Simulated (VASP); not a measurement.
# KBr (P6_3/mmc) in VASP: notebook

Runs on KBr. Level: PBE. Tasks: single point.

Program: VASP 6.6.1. These are calculated values, not measurements. Logs are shortened: lines on timing, memory, paths and dates and some standing lists are left out, and cuts for length are marked.

### 1 The cell of the first run

It takes space group P6_3/mmc (No. 194, hexagonal). Conventional cell: a = 5.557 Å, b = 5.557 Å, c = 6.507 Å, α = 90.00°, β = 90.00°, γ = 120.00°. Within 4.2 Å of K (site symmetry -6m2) lie 5 Br at 3.21 to 3.25 Å. Br (site symmetry -6m2) has 5 K at 3.21 to 3.25 Å within 4.2 Å.

### 2 Single point, PBE (43.51 Å³/atom)

Input file INCAR:

```
SYSTEM = KBr
ALGO = Normal
EDIFF = 1E-6
ENCUT = 520
GGA = PE
ISIF = 2
ISMEAR = 0
LASPH = .TRUE.
LCHARG = .TRUE.
LELF = .TRUE.
LREAL = .FALSE.
LVHAR = .TRUE.
LWAVE = .FALSE.
NBANDS = 24
NELM = 80
PREC = Accurate
SIGMA = 0.01
```

Input file KPOINTS:

```
k-points
0
G
  6 6 4
  0 0 0
```

Input file POSCAR:

```
KBr
1.0
    5.5572745594      0.0000000000      0.0000000000
   -2.7786372797      4.8127409442      0.0000000000
    0.0000000000      0.0000000000      6.5068557600
K Br
2 2
Direct
    0.3333333333      0.6666666667     -0.0624975190
    0.6666666667      0.3333333333      0.4375024810
    0.3333333333      0.6666666667      0.4374975190
    0.6666666667      0.3333333333      0.9374975190
```

Potentials or basis: VASP PAW PBE potentials, release 64 (K_sv, Br).

The run is started by

```sh
> cat potpaw_PBE.64/K_sv/POTCAR potpaw_PBE.64/Br/POTCAR > POTCAR
> mpirun -np 1 vasp_std > vasp.out
```

OUTCAR:

```text
SYSTEM = KBr
   EDIFF = 1E-6
   ENCUT = 520
   GGA = PE
   ISIF = 2
   ISMEAR = 0
   LASPH = .TRUE.
   LREAL = .FALSE.
   NELM = 80
   PREC = Accurate

 ion  position               nearest neighbor table
   1  0.333  0.667  0.938-   4 3.21   4 3.21   4 3.21   3 3.25   3 3.25
   2  0.667  0.333  0.438-   3 3.21   3 3.21   3 3.21   4 3.25   4 3.25
   3  0.333  0.667  0.437-   2 3.21   2 3.21   2 3.21   1 3.25   1 3.25
   4  0.667  0.333  0.937-   1 3.21   1 3.21   1 3.21   2 3.25   2 3.25

  LATTYP: Found a hexagonal cell.
 ALAT       =     5.5572745594
 C/A-ratio  =     1.1708717449

  Lattice vectors:

 A1 = (   5.5572745594,   0.0000000000,   0.0000000000)
 A2 = (  -2.7786372797,   4.8127409442,   0.0000000000)
 A3 = (   0.0000000000,   0.0000000000,   6.5068557600)

Analysis of symmetry for initial positions (statically):
=====================================================================
 Subroutine PRICEL returns:
 Original cell was already a primitive cell.

 Routine SETGRP: Setting up the symmetry group for a
 hexagonal supercell.

 Subroutine GETGRP returns: Found 24 space group operations
 (whereof  6 operations were pure point group operations)
 out of a pool of 24 trial point group operations.

The static configuration has the point symmetry C_3v.
 The point group associated with its full space group is D_6h.

Analysis of symmetry for dynamics (positions and initial velocities):
=====================================================================
 Subroutine PRICEL returns:
 Original cell was already a primitive cell.

 Routine SETGRP: Setting up the symmetry group for a
 hexagonal supercell.

 Subroutine GETGRP returns: Found 24 space group operations
 (whereof  6 operations were pure point group operations)
 out of a pool of 24 trial point group operations.

The dynamic configuration has the point symmetry C_3v.
 The point group associated with its full space group is D_6h.

 Subroutine INISYM returns: Found 24 space group operations
 (whereof  6 operations are pure point group operations),
 and found     1 'primitive' translations

----------------------------------------------------------------------------------------

                                     Primitive cell

  volume of cell :     174.0306

  direct lattice vectors                    reciprocal lattice vectors
     5.557274559  0.000000000  0.000000000     0.179944322  0.103890902  0.000000000
    -2.778637280  4.812740944  0.000000000     0.000000000  0.207781805  0.000000000
     0.000000000  0.000000000  6.506855760     0.000000000  0.000000000  0.153684058

  length of vectors
     5.557274559  5.557274559  6.506855760     0.207781805  0.207781805  0.153684058

  position of ions in fractional coordinates (direct lattice)
     0.333333333  0.666666667  0.937502481
     0.666666667  0.333333333  0.437502481
     0.333333333  0.666666667  0.437497519
     0.666666667  0.333333333  0.937497519

  ion indices of the primitive-cell ions
   primitive index   ion index
                 1           1
                 2           2
                 3           3
                 4           4

----------------------------------------------------------------------------------------

 KPOINTS: k-points

Automatic generation of k-mesh.
 Grid dimensions read from file:
 generate k-points for:    6    6    4

 Generating k-lattice:

  Cartesian coordinates                     Fractional coordinates (reciprocal lattice)
     0.029990720  0.017315150  0.000000000     0.166666667  0.000000000  0.000000000
     0.000000000  0.034630301  0.000000000     0.000000000  0.166666667  0.000000000
     0.000000000  0.000000000  0.038421015     0.000000000  0.000000000  0.250000000

  Length of vectors
     0.034630301  0.034630301  0.038421015

  Shift w.r.t. Gamma in fractional coordinates (k-lattice)
     0.000000000  0.000000000  0.000000000

 Subroutine IBZKPT returns following result:
 ===========================================

 Found     21 irreducible k-points:

 Following reciprocal coordinates:
            Coordinates               Weight
  0.000000  0.000000  0.000000      1.000000
  0.166667  0.000000  0.000000      6.000000
  0.333333  0.000000  0.000000      6.000000
  0.500000  0.000000  0.000000      3.000000
  0.166667  0.166667  0.000000      6.000000
  0.333333  0.166667  0.000000     12.000000
[... 13 lines left out ...]
  0.333333  0.166667  0.500000     12.000000
  0.333333  0.333333  0.500000      2.000000
   k-points           NKPTS =     21   k-points in BZ     NKDIM =     21   number of bands    NBANDS=     24
   number of dos      NEDOS =    301   number of ions     NIONS =      4
   total plane-waves  NPLWV =  84672
   dimension x,y,z NGX =    42 NGY =   42 NGZ =   48
   dimension x,y,z NGXF=    84 NGYF=   84 NGZF=   96
   ions per type =               2   2
   NGX,Y,Z   is equivalent  to a cutoff of  12.56, 12.56, 12.26 a.u.
   NGXF,Y,Z  is equivalent  to a cutoff of  25.13, 25.13, 24.53 a.u.
 SYSTEM =  KBr
   PREC   = accura    normal or accurate (medium, high low for compatibility)
   ISTART =      0    job   : 0-new  1-cont  2-samecut
   ICHARG =      2    charge: 1-file 2-atom 10-const
   ISPIN  =      1    spin polarized calculation?
   LNONCOLLINEAR =      F non collinear calculations
   LSORBIT =      F    spin-orbit coupling
   LASPH  =      T    aspherical Exc in radial PAW
   ENCUT  =  520.0 eV  38.22 Ry    6.18 a.u.  10.33 10.33 12.10*2*pi/ulx,y,z
   NELM   =     80;   NELMIN=  2; NELMDL= -5     # of ELM steps
   EDIFF  = 0.1E-05   stopping-criterion for ELM
   LREAL  =      F    real-space projection
   EDIFFG = 0.1E-04   stopping-criterion for IOM
   NSW    =      0    number of steps for IOM
   IBRION =     -1    ionic relax: 0-MD 1-quasi-New 2-CG
   NFREE  =      0    steps in history (QN), initial steepest desc. (CG)
   ISIF   =      2    stress and relaxation
   ISYM   =      2    0-nonsym 1-usesym 2-fastsym
   POTIM  = 0.5000    time-step for ionic-motion
   TEBEG  =    0.0;   TEEND  =   0.0 temperature during run
   PSTRESS=    0.0 pullay stress
   NELECT =      32.0000    total number of electrons
   NUPDOWN=      -1.0000    fix difference up-down
   EMIN   =  10.00;   EMAX   =-10.00  energy-range for DOS
   EFERMI =   0.00;   METHOD = LEGACY
   ISMEAR =     0;   SIGMA  =   0.01  broadening in eV -4-tet -1-fermi 0-gaus
   EFERMI_NEDOS =   21; number of points for ismear=-14 and -15
   IALGO  =     38    algorithm
   IMIX   =      4    mixing-type and parameters
     AMIX     =   0.40;   BMIX     =  1.00
     AMIX_MAG =   1.60;   BMIX_MAG =  1.00
  volume/ion in A,a.u.               =      43.51       293.60
  Fermi-wavevector in a.u.,A,eV,Ry     =   0.930928  1.759200 11.791188  0.866628
  Thomas-Fermi vector in A             =   2.057368
   LORBIT       =      0    0 simple, 1 ext, 2 COOP (PROOUT), +10 PAW based schemes
   GGA     = PE    functional components
   LHFCALC =     F    Hartree Fock is set to
   AEXX    =    0.0000 exact exchange contribution
   IVDW    =     0    specifies the selected vdW correction
   LEPSILON=     F    determine dielectric tensor
   LRPA    =     F    only Hartree local field effects (RPA)
 non-spin polarized calculation
 Gauss-broadening in eV      SIGMA  =   0.01
  energy-cutoff  :      520.00
  volume of cell :      174.03
 maximum number of plane-waves:      4728
 NGX is ok and might be reduce to    42
   NGX = 21   NGY = 21   NGZ = 25

 number of electron      32.0000008 magnetization

 Free energy of the ion-electron system (eV)
  ---------------------------------------------------
  ext. energy  EPLUGINS =         0.00000000
  ---------------------------------------------------
  free energy    TOTEN  =       -12.25523216 eV

  energy without entropy =      -12.25523216  energy(sigma->0) =      -12.25523216

 E-fermi :  -2.3658     XC(G=0):  -6.4526

 val. band max:       -2.4411217305   @ k =   0.0000   0.0000   0.0000
 cond. band min:       1.7899999688   @ k =   0.0000   0.0000   0.0000
 fundamental gap:      4.2311216993
 Fermi energy:        -2.3658247415

 k-point     1 :       0.0000    0.0000    0.0000
  band No.  band energies     occupation
      1     -30.2983      2.00000
      2     -30.2909      2.00000
      3     -14.6991      2.00000
      4     -14.6098      2.00000
      5     -13.8570      2.00000
      6     -13.8329      2.00000
[... 16 lines left out ...]
     23       5.8908      0.00000
     24       6.5457      0.00000

 k-point     2 :       0.1667    0.0000    0.0000
  band No.  band energies     occupation
      1     -30.2978      2.00000
      2     -30.2912      2.00000
      3     -14.7340      2.00000
      4     -14.6613      2.00000
      5     -13.8515      2.00000
      6     -13.8358      2.00000
[... 16 lines left out ...]
     23       6.0551      0.00000
     24       6.0752      0.00000

 k-point     3 :       0.3333    0.0000    0.0000
  band No.  band energies     occupation
      1     -30.2964      2.00000
      2     -30.2921      2.00000
      3     -14.7927      2.00000
      4     -14.7511      2.00000
      5     -13.8414      2.00000
      6     -13.8375      2.00000
[... 16 lines left out ...]
     23       5.9890      0.00000
     24       6.2872      0.00000
[... 433 lines left out ...]
 k-point    20 :       0.3333    0.1667    0.5000
  band No.  band energies     occupation
      1     -30.2940      2.00000
      2     -30.2940      2.00000
      3     -14.9015      2.00000
      4     -14.9015      2.00000
      5     -13.8242      2.00000
      6     -13.8242      2.00000
[... 16 lines left out ...]
     23       6.1662      0.00000
     24       6.1662      0.00000

 k-point    21 :       0.3333    0.3333    0.5000
  band No.  band energies     occupation
      1     -30.2939      2.00000
      2     -30.2939      2.00000
      3     -14.9145      2.00000
      4     -14.9145      2.00000
      5     -13.8275      2.00000
      6     -13.8275      2.00000
[... 16 lines left out ...]
     23       6.2663      0.00000
     24       6.2663      0.00000

------------------------ aborting loop because EDIFF is reached ----------------------------------------

  FORCE on cell =-STRESS in cart. coord.  units (eV):
  Direction    XX          YY          ZZ          XY          YZ          ZX
  --------------------------------------------------------------------------------------
  -------------------------------------------------------------------------------------
  Total        0.8286375      0.8286375      0.9674743      0.0000000     -0.0000000      0.0000000
  in kB        7.6286848      7.6286848      8.9068574      0.0000000     -0.0000000      0.0000000
  external PRESSURE =       8.0547423 kB  Pullay stress =       0.0000000 kB

 VOLUME and BASIS-vectors are now :
 -----------------------------------------------------------------------------
  energy-cutoff  :      520.00
  volume of cell :      174.03
      direct lattice vectors                 reciprocal lattice vectors
     5.557274559  0.000000000  0.000000000     0.179944322  0.103890902  0.000000000
    -2.778637280  4.812740944  0.000000000     0.000000000  0.207781805  0.000000000
     0.000000000  0.000000000  6.506855760     0.000000000  0.000000000  0.153684058

 POSITION                                       TOTAL-FORCE (eV/Angst)
 -----------------------------------------------------------------------------------
     -0.00000      3.20849      6.10019         0.000000     -0.000000     -0.000000
      2.77864      1.60425      2.84677        -0.000000      0.000000     -0.000000
     -0.00000      3.20849      2.84673        -0.000000     -0.000000      0.000000
      2.77864      1.60425      6.10016         0.000000      0.000000     -0.000000
 -----------------------------------------------------------------------------------
    total drift:                               -0.000000      0.000000      0.041834

  FREE ENERGIE OF THE ION-ELECTRON SYSTEM (eV)
  ---------------------------------------------------
  free  energy   TOTEN  =       -12.2552321629 eV

  energy  without entropy=      -12.2552321629  energy(sigma->0) =      -12.25523216
```

Wall time 71 s (1 thread of Intel Xeon Platinum 8124M at 3.00GHz (Skylake/Cascade Lake), shared host); peak memory 0.32 GiB.

What came out:

```yaml
Free_energy: -12.2552 eV
Pressure: 0.8 GPa
Band_gap_on_the_k_mesh: 4.23 eV
```

Caveat: the structure was generated, so it needn't be the stable form of KBr. A k mesh can miss the band edges.

### 3 Single point, PBE

This run uses another cell than the first one, of 44.79 Å³/atom.

Input file INCAR:

```
PREC = Accurate
ENCUT = 520
EDIFF = 1E-7
ISMEAR = 0
SIGMA = 0.01
LREAL = F
LASPH = T
NELM = 60
ALGO = Normal
ISIF = 2
LWAVE = F
LCHARG = F
GGA = PE
NBANDS = 24
```

Input file KPOINTS:

```
regular mesh
0
Gamma
  6 6 4
```

Input file POSCAR:

```
KBr
1.0
    5.6185814693      0.0000000000      0.0000000000
   -2.8092907347      4.8658342857      0.0000000000
    0.0000000000      0.0000000000      6.5538301001
K Br
2 2
Direct
    0.3333333333      0.6666666667     -0.0625000000
    0.6666666667      0.3333333333      0.4375000000
    0.3333333333      0.6666666667      0.4375000000
    0.6666666667      0.3333333333      0.9375000000
```

Potentials or basis: VASP PAW PBE potentials, release 64 (K_sv, Br).

The run is started by

```sh
> cat potpaw_PBE.64/K_sv/POTCAR potpaw_PBE.64/Br/POTCAR > POTCAR
> mpirun -np 1 vasp_std > vasp.out
```

Wall time 86 s (1 thread of Intel Xeon Platinum 8124M at 3.00GHz (Skylake/Cascade Lake), shared host); peak memory 0.33 GiB.

The run converged. Its results:

* Free energy: -12.2747 eV
* Pressure: 0.4 GPa
* Band gap on the k mesh: 4.19 eV

Stress tensor (GPa, compression positive):
```
0.37 0.00 0.00
0.00 0.37 0.00
0.00 0.00 0.52
```

Levels at points of the mesh, in eV from the valence-band top:
```csv
k point,band 12,band 13,band 14,band 15,band 16,band 17,band 18,band 19,band 20,band 21
"(0.00, 0.00, 0.00)",-0.48,-0.48,-0.28,-0.28,0.00,4.19,7.06,7.43,7.43,8.21
"(0.50, 0.00, 0.00)",-0.51,-0.46,-0.46,-0.25,-0.15,6.01,6.42,6.69,6.84,7.77
"(0.00, 0.00, 0.50)",-0.64,-0.40,-0.40,-0.40,-0.40,5.46,5.46,8.40,8.40,8.40
"(0.50, 0.00, 0.50)",-0.91,-0.35,-0.35,-0.28,-0.28,6.27,6.27,7.87,7.87,8.18
```

Caveat: the structure was generated, so it needn't be the stable form of KBr.

### 4 Single point, PBE (44.90 Å³/atom)

This run uses another cell than the first one, of 44.90 Å³/atom.

Input file INCAR:

```
SYSTEM = KBr
PREC = Accurate ; ENCUT = 520
EDIFF = 1E-6 ; ISMEAR = 0
SIGMA = 0.01 ; LREAL = .FALSE.
LASPH = .TRUE. ; NELM = 100
ALGO = Normal ; ISIF = 2
LWAVE = .FALSE. ; LCHARG = .FALSE.
GGA = PE ; NBANDS = 24
```

Input file KPOINTS:

```
regular mesh
0
G
  6 6 4
  0 0 0
```

Input file POSCAR:

```
KBr
1.0
    5.6157764854      0.0000000000      0.0000000000
   -2.8078882427      4.8634050984      0.0000000000
    0.0000000000      0.0000000000      6.5753540122
K Br
2 2
Direct
    0.3333333333      0.6666666667     -0.0624975190
    0.6666666667      0.3333333333      0.4375024810
    0.3333333333      0.6666666667      0.4374975190
    0.6666666667      0.3333333333      0.9374975190
```

The run is started by

```sh
> cat potpaw_PBE.64/K_sv/POTCAR potpaw_PBE.64/Br/POTCAR > POTCAR
> mpirun -np 1 vasp_std > vasp.out
```

It took 73 s on 1 thread of Intel Xeon Platinum 8124M at 3.00GHz (Skylake/Cascade Lake), shared host; peak memory 0.32 GiB.

The run converged. Its results:

```yaml
Free_energy: -12.2760 eV
Pressure: 0.4 GPa
Band_gap_on_the_k_mesh: 4.18 eV
```

Levels at points of the mesh, in eV from the valence-band top:
```csv
k point,band 14,band 15,band 16,band 17,band 18,band 19
"(0.00, 0.00, 0.00)",-0.28,-0.28,0.00,4.18,7.04,7.43
"(0.50, 0.00, 0.00)",-0.46,-0.25,-0.15,6.01,6.41,6.69
"(0.00, 0.00, 0.50)",-0.40,-0.40,-0.40,5.45,5.45,8.40
"(0.50, 0.00, 0.50)",-0.35,-0.27,-0.27,6.26,6.26,7.86
```

Caveat: the structure was generated, so it needn't be the stable form of KBr. A k mesh can miss the band edges.

[end of part 1 of 2]
